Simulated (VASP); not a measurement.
# La2O (Fm-3m) in VASP: further runs, part 2 of 2

VASP 6.6.1. Earlier steps stand in the parts before.

### Step 4. Single point, PBE

INCAR reads:

```
SYSTEM = La2O
PREC = Accurate ; ENCUT = 520
EDIFF = 1E-7 ; ISMEAR = 0
SIGMA = 0.1 ; LREAL = .False.
LASPH = .True. ; NELM = 60
ALGO = Normal ; ISIF = 2
LWAVE = .False. ; LCHARG = .True.
GGA = PE ; LELF = .True.
LVHAR = .True. ; NBANDS = 21
```

KPOINTS reads:

```
Automatic mesh
0
Gamma
  6 6 6
  0 0 0
```

POSCAR reads:

```
La2O
1.0
    0.0000000000      3.1925913037      3.1925913037
    3.1925913037      0.0000000000      3.1925913037
    3.1925913037      3.1925913037      0.0000000000
La O
2 1
Direct
    0.2500000000      0.2500000000      0.2500000000
    0.7500000000      0.7500000000      0.7500000000
    0.0000000000      0.0000000000      0.0000000000
```

Launch:

```console
> cat potpaw_PBE.64/La/POTCAR potpaw_PBE.64/O/POTCAR > POTCAR
> mpirun -np 1 vasp_std > vasp.out
```

It took 47 s on 1 thread of Intel Xeon Platinum 8259CL at 2.50GHz (Skylake/Cascade Lake), shared host; peak memory 0.22 GiB.

Results (log left out):

- Free energy: -18.4502 eV
- Pressure: -0.1 GPa
- Band gap on the k mesh: zero (band 14 reaches 10.76 eV, above the bottom of band 15 at 8.71 eV)

Levels at points of the mesh, in eV from the Fermi level:
```
           k point  band 12  band 13  band 14  band 15  band 16  band 17
(0.00, 0.00, 0.00)    -5.67    -1.86    -1.86    -1.68     0.97     0.97
(0.50, 0.00, 0.00)    -4.47    -0.91     0.37     0.37     1.17     1.17
(0.50, 0.50, 0.00)    -4.40    -2.27    -0.85     0.25     0.99     1.06
```

Caveat: spin-orbit coupling is left out, which moves the levels of the heavy elements.

### Step 5. Relaxation of cell and atoms, PBE

This run uses another cell than the first one, of 25.73 Å³/atom, 1.186 times its volume.

INCAR reads:

```
SYSTEM = La2O
PREC = Accurate
ENCUT = 600
EDIFF = 1E-7
ISMEAR = 0
SIGMA = 0.1
LREAL = .False.
LASPH = .True.
NELM = 80
ALGO = Normal
ISIF = 3
LWAVE = .False.
LCHARG = .False.
GGA = PE
IBRION = 2
NSW = 90
EDIFFG = -0.04
```

KPOINTS reads:

```
Automatic mesh
0
Gamma
  4 4 4
  0 0 0
```

POSCAR reads:

```
La2O
1.0
    0.0000000000      3.3793357300      3.3793357300
    3.3793357300      0.0000000000      3.3793357300
    3.3793357300      3.3793357300      0.0000000000
La O
2 1
Direct
    0.2500000000      0.2500000000      0.2500000000
    0.7500000000      0.7500000000      0.7500000000
    0.0000000000      0.0000000000      0.0000000000
```

Launch:

```console
> cat potpaw_PBE.64/La/POTCAR potpaw_PBE.64/O/POTCAR > POTCAR
> mpirun -np 1 vasp_std > vasp.out
```

It took 1.7 min on 1 thread of Intel Xeon Platinum 8259CL at 2.50GHz (Skylake/Cascade Lake), shared host; peak memory 0.26 GiB.

Results (log left out):

```
Free energy                            : -18.4611 eV
Relaxed volume                         : 21.59 Å³/atom
Relaxed cell                           : a = 4.508 Å, b = 4.508 Å, c = 4.508 Å, α = 60.00°, β = 60.00°, γ = 60.00°
Space group after relaxing (to 0.05 Å) : Fm-3m (No. 225)
Energy gained by relaxing              : 127.8 meV/atom
Ionic steps                            : 3
Pressure after relaxing                : 0.0 GPa
Band gap on the k mesh                 : zero (band 14 reaches 10.83 eV, above the bottom of band 15 at 8.78 eV)
```

Step by step:
| step | energy change (eV) | largest force (eV/Å) | pressure (GPa) | volume (Å³) |
| --- | --- | --- | --- | --- |
| 1 | 0.0000 | 0.0000 | -8.39 | 77.18 |
| 2 | -0.3724 | 0.0000 | 2.08 | 63.09 |
| 3 | -0.3833 | 0.0000 | 0.01 | 64.78 |

Final structure:
```
La O
1.0
     0.00000    3.18765    3.18765
     3.18765    0.00000    3.18765
     3.18765    3.18765    0.00000
La O
2 1
Direct
  0.25000 0.25000 0.25000
  0.75000 0.75000 0.75000
  0.00000 0.00000 0.00000
```

Levels at points of the mesh, in eV from the Fermi level:
| k point | band 12 | band 13 | band 14 | band 15 | band 16 | band 17 |
| --- | --- | --- | --- | --- | --- | --- |
| (0.00, 0.00, 0.00) | -5.55 | -1.72 | -1.72 | -1.53 | 1.13 | 1.13 |
| (0.50, 0.00, 0.00) | -4.33 | -0.76 | 0.52 | 0.52 | 1.34 | 1.34 |
| (0.50, 0.50, 0.00) | -4.27 | -2.13 | -0.70 | 0.41 | 1.16 | 1.23 |

Caveat: the k points lie up to 0.43 Å⁻¹ apart in the final cell; the volume moved by over 15 % at a fixed basis, so the end points are rough; spin-orbit coupling is left out, which moves the levels of the heavy elements.

### Step 6. Relaxation of cell and atoms, PBE

INCAR reads:

```
ALGO = Normal
EDIFF = 1E-6
EDIFFG = -0.04
ENCUT = 600
GGA = PE
IBRION = 2
ISIF = 3
ISMEAR = 0
LASPH = True
LCHARG = False
LREAL = False
LWAVE = False
NELM = 80
NSW = 90
PREC = Accurate
SIGMA = 0.1
```

KPOINTS reads:

```
k-points
0
Gamma
  6 6 6
```

POSCAR reads:

```
La2O
1.0
    0.0000000000      3.1925913037      3.1925913037
    3.1925913037      0.0000000000      3.1925913037
    3.1925913037      3.1925913037      0.0000000000
La O
2 1
Direct
    0.2500000000      0.2500000000      0.2500000000
    0.7500000000      0.7500000000      0.7500000000
    0.0000000000      0.0000000000      0.0000000000
```

Potentials or basis: VASP PAW PBE potentials, release 64 (La, O).

Launch:

```console
> cat potpaw_PBE.64/La/POTCAR potpaw_PBE.64/O/POTCAR > POTCAR
> mpirun -np 1 vasp_std > vasp.out
```

Run time: 32 s. Hardware: 1 thread of Intel Xeon Platinum 8259CL at 2.50GHz (Skylake/Cascade Lake), shared host; peak memory 0.22 GiB.

Results (log left out):

```
Free energy             : -18.4526 eV
Pressure after relaxing : -0.1 GPa
Band gap on the k mesh  : zero (band 14 reaches 10.76 eV, above the bottom of band 15 at 8.71 eV)
```

Final structure:
```xyz
3
Lattice="0.0000 3.1926 3.1926 3.1926 0.0000 3.1926 3.1926 3.1926 0.0000" Properties=species:S:1:pos:R:3 pbc="T T T"
La    1.5963    1.5963    1.5963
La    4.7889    4.7889    4.7889
O     0.0000    0.0000    0.0000
```

Levels at points of the mesh, in eV from the Fermi level:
```csv
k point,band 12,band 13,band 14,band 15,band 16,band 17
"(0.00, 0.00, 0.00)",-5.67,-1.85,-1.85,-1.68,0.97,0.97
"(0.50, 0.00, 0.00)",-4.47,-0.91,0.37,0.37,1.17,1.18
"(0.50, 0.50, 0.00)",-4.40,-2.27,-0.85,0.25,1.02,1.07
```

Caveat: the relaxation stopped at its first step, so nothing moved; spin-orbit coupling is left out, which moves the levels of the heavy elements.

### Step 7. Overview

```csv
task,cell,k mesh,cutoff (eV),gap on the mesh (eV),pressure (GPa)
single point,"a = 4.515 Å, angles 60.0°, 3 atoms",4 × 4 × 4,520,none,-0.3
single point,"a = 4.779 Å, angles 60.0°, 3 atoms",4 × 4 × 4,520,none,-8.4
single point,"a = 4.515 Å, angles 60.0°, 3 atoms",6 × 6 × 6,520,none,-0.1
relaxation of cell and atoms,"relaxed from a = 4.779 Å, angles 60.0°, 3 atoms",4 × 4 × 4,600,none,0.0
relaxation of cell and atoms,"relaxed from a = 4.515 Å, angles 60.0°, 3 atoms",6 × 6 × 6,600,none,-0.1
```

Alike in all rows: level PBE; potentials or basis VASP PAW PBE potentials, release 64 (La, O); no spin polarisation; smearing gaussian 0.1 eV.

Caveats: some runs use coarse meshes; spin-orbit coupling is left out, which moves the levels of the heavy elements; the volume moved by over 15 % at a fixed basis, so the end points are rough (some runs); the relaxation stopped at its first step, so nothing moved (some runs).

Total energies depend on the potentials used, so only differences within one code and one set of settings carry meaning.
